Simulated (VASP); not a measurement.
# SiC (Fm-3m) in VASP: further runs, part 2 of 2

VASP 6.6.1. Earlier steps stand in the parts before.

## 5. Single point, r2SCAN (volume scaled by 0.800)

The input, POSCAR:

```
SiC
1.0
    0.0000000000      1.8685743379      1.8685743379
    1.8685743379      0.0000000000      1.8685743379
    1.8685743379      1.8685743379      0.0000000000
C Si
1 1
Direct
    0.0000000000      0.0000000000      0.0000000000
    0.5000000000      0.5000000000      0.5000000000
```

The input, INCAR.step1:

```
SYSTEM = SiC
  PREC = Accurate
  ENCUT = 520
  ISMEAR = 0
  SIGMA = 0.05
  LREAL = .False.
  LASPH = .True.
  NELM = 60
  NBANDS = 11
  GGA = PE
  ALGO = Normal
  EDIFF = 1E-4
  LWAVE = .True.
  LCHARG = .False.
```

The input, INCAR.step2:

```
SYSTEM = SiC
  PREC = Accurate
  ENCUT = 520
  EDIFF = 1E-6
  ISMEAR = 0
  SIGMA = 0.05
  LREAL = .False.
  LASPH = .True.
  NELM = 60
  ALGO = Normal
  ISIF = 2
  LWAVE = .False.
  LCHARG = .False.
  METAGGA = R2SCAN
  LMIXTAU = .True.
  NBANDS = 11
  ISTART = 1
```

The input, KPOINTS:

```
regular mesh
0
Gamma
  20 20 20
  0 0 0
```

Potentials or basis: VASP PAW PBE potentials, release 64 (C, Si).

Command:

```console
$ cat potpaw_PBE.64/C/POTCAR potpaw_PBE.64/Si/POTCAR > POTCAR
$ cp INCAR.step1 INCAR
$ mpirun -np 1 vasp_std > vasp.out
$ cp INCAR.step2 INCAR
$ mpirun -np 1 vasp_std > vasp.out
```

OUTCAR:

```text
SYSTEM = SiC
   PREC = Accurate
   ENCUT = 520
   EDIFF = 1E-6
   ISMEAR = 0
   LREAL = .False.
   LASPH = .True.
   NELM = 60
   ISIF = 2
   METAGGA = R2SCAN
   ISTART = 1

 ion  position               nearest neighbor table
   1  0.000  0.000  0.000-   2 1.87   2 1.87   2 1.87   2 1.87   2 1.87   2 1.87
   2  0.500  0.500  0.500-   1 1.87   1 1.87   1 1.87   1 1.87   1 1.87   1 1.87

  LATTYP: Found a face centered cubic cell.
 ALAT       =     3.7371486758

  Lattice vectors:

 A1 = (   0.0000000000,   1.8685743379,   1.8685743379)
 A2 = (   1.8685743379,   0.0000000000,   1.8685743379)
 A3 = (   1.8685743379,   1.8685743379,   0.0000000000)

Analysis of symmetry for initial positions (statically):
=====================================================================
 Subroutine PRICEL returns:
 Original cell was already a primitive cell.

 Routine SETGRP: Setting up the symmetry group for a
 face centered cubic supercell.

 Subroutine GETGRP returns: Found 48 space group operations
 (whereof 48 operations were pure point group operations)
 out of a pool of 48 trial point group operations.

The static configuration has the point symmetry O_h .

Analysis of symmetry for dynamics (positions and initial velocities):
[... 168 lines left out ...]
      1      -6.0783      2.00000
      2      16.4711      2.00000
      3      16.4711      2.00000
      4      16.4711      2.00000
      5      25.9351      0.00000
      6      25.9351      0.00000
      7      25.9351      0.00000
      8      29.6635      0.00000
      9      32.2137      0.00000
     10      32.2137      0.00000
     11      33.8425      0.00000
[... 309 lines left out ...]
 k-point    24 :      -0.3500    0.0500    0.0000
  band No.  band energies     occupation
      1      -2.1133      2.00000
      2       5.6941      2.00000
      3      14.1316      2.00000
      4      14.9563      2.00000
      5      23.9708      0.00000
      6      24.1783      0.00000
      7      24.9051      0.00000
      8      31.1758      0.00000
      9      33.6007      0.00000
     10      33.9327      0.00000
     11      36.1148      0.00000

 [... further k-points ...]
[... 5 lines left out ...]
  --------------------------------------------------------------------------------------
  -------------------------------------------------------------------------------------
  Total        8.0390757      8.0390757      8.0390757      0.0000000      0.0000000      0.0000000
  in kB      987.0872953    987.0872953    987.0872953      0.0000000      0.0000000      0.0000000
  external PRESSURE =     987.0872953 kB  Pullay stress =       0.0000000 kB

 VOLUME and BASIS-vectors are now :
 -----------------------------------------------------------------------------
  energy-cutoff  :      520.00
  volume of cell :       13.05
      direct lattice vectors                 reciprocal lattice vectors
     0.000000000  1.868574338  1.868574338    -0.267583681  0.267583681  0.267583681
     1.868574338  0.000000000  1.868574338     0.267583681 -0.267583681  0.267583681
     1.868574338  1.868574338  0.000000000     0.267583681  0.267583681 -0.267583681

 POSITION                                       TOTAL-FORCE (eV/Angst)
 -----------------------------------------------------------------------------------
      0.00000      0.00000      0.00000        -0.000000      0.000000     -0.000000
      1.86857      1.86857      1.86857         0.000000     -0.000000      0.000000
 -----------------------------------------------------------------------------------
    total drift:                                0.000000     -0.000000     -0.000000

  FREE ENERGIE OF THE ION-ELECTRON SYSTEM (eV)
  ---------------------------------------------------
  free  energy   TOTEN  =       -16.8258826701 eV

  energy  without entropy=      -16.8258826701  energy(sigma->0) =      -16.82588267
```

Run time: 2.4 min. Hardware: 1 thread of Intel Xeon 8259CL, shared host; peak memory 0.15 GiB.

What came out:

```yaml
Free_energy: -16.8259 eV
Pressure: 98.7 GPa
Band_gap_on_the_k_mesh: 1.23 eV, indirect (least direct gap 6.85 eV)
```

Caveat: the PAW data sets were made with another functional, which shifts forces and pressure a little.

## 6. Single point, r2SCAN (volume scaled by 0.840)

The input, POSCAR:

```
SiC
1.0
    0.0000000000      1.8992121494      1.8992121494
    1.8992121494      0.0000000000      1.8992121494
    1.8992121494      1.8992121494      0.0000000000
C Si
1 1
Direct
    0.0000000000      0.0000000000      0.0000000000
    0.5000000000      0.5000000000      0.5000000000
```

The input, INCAR.step1:

```
PREC     = Accurate       # precision mode
ENCUT    = 520            # plane-wave cutoff, eV
ISMEAR   = 0              # smearing method
SIGMA    = 0.05           # smearing width, eV
LREAL    = F              # projectors in reciprocal space
LASPH    = T              # aspherical terms in the spheres
NELM     = 100            # most SCF steps
NBANDS   = 11             # bands
GGA      = PE             # functional
ALGO     = Normal         # electronic algorithm
EDIFF    = 1E-4           # SCF threshold, eV
LWAVE    = T              # write WAVECAR
LCHARG   = F              # write CHGCAR
```

The input, INCAR.step2:

```
PREC     = Accurate       # precision mode
ENCUT    = 520            # plane-wave cutoff, eV
EDIFF    = 1E-7           # SCF threshold, eV
ISMEAR   = 0              # smearing method
SIGMA    = 0.05           # smearing width, eV
LREAL    = F              # projectors in reciprocal space
LASPH    = T              # aspherical terms in the spheres
NELM     = 100            # most SCF steps
ALGO     = Normal         # electronic algorithm
ISIF     = 2              # what is computed and relaxed
LWAVE    = F              # write WAVECAR
LCHARG   = T              # write CHGCAR
METAGGA  = R2SCAN         # meta-GGA
LMIXTAU  = T            
LELF     = T              # ELF
LVHAR    = T            
NBANDS   = 11             # bands
ISTART   = 1
```

The input, KPOINTS:

```
Automatic mesh
0
Gamma
  20 20 20
```

Potentials or basis: VASP PAW PBE potentials, release 64 (C, Si).

Command:

```console
$ cat potpaw_PBE.64/C/POTCAR potpaw_PBE.64/Si/POTCAR > POTCAR
$ cp INCAR.step1 INCAR
$ mpirun -np 1 vasp_std > vasp.out
$ cp INCAR.step2 INCAR
$ mpirun -np 1 vasp_std > vasp.out
```

Wall time 3.5 min (1 thread of Intel Xeon 8259CL, shared host); peak memory 0.15 GiB.

It converged, with:

- Free energy: -17.1674 eV
- Pressure: 69.8 GPa
- Band gap on the k mesh: 0.79 eV, indirect (least direct gap 6.19 eV)

Levels at points of the mesh, in eV from the valence-band top:
```tsv
k point	band 2	band 3	band 4	band 5	band 6	band 7
(0.00, 0.00, 0.00)	0.00	0.00	0.00	9.45	9.45	9.45
(0.50, 0.00, 0.00)	-13.68	-1.75	-1.75	6.68	6.68	7.75
(0.50, 0.50, 0.00)	-12.15	-5.39	-5.39	0.79	2.00	19.18
```

Caveat: the PAW data sets were made with another functional, which shifts forces and pressure a little. A k mesh can miss the band edges.

## 7. Summary

| cell | k mesh | gap on the mesh (eV) | pressure (GPa) |
| --- | --- | --- | --- |
| a = 2.847 Å, angles 60.0°, 2 atoms | 18 × 18 × 18 | none | 0.3 |
| a = 2.871 Å, angles 60.0°, 2 atoms | 18 × 18 × 18 | none | -5.7 |
| a = 2.884 Å, angles 60.0°, 2 atoms | 18 × 18 × 18 | none | -8.9 |
| a = 2.643 Å, angles 60.0°, 2 atoms | 20 × 20 × 20 | 1.23 | 98.7 |
| a = 2.686 Å, angles 60.0°, 2 atoms | 20 × 20 × 20 | 0.79 | 69.8 |

Alike in all rows: task single point; level r2SCAN; potentials or basis VASP PAW PBE potentials, release 64 (C, Si); no spin polarisation; cutoff (eV) 520; smearing gaussian 0.05 eV.

Caveats: the PAW data sets were made with another functional, which shifts forces and pressure a little.

Absolute energies hang on the potentials; compare differences alone.
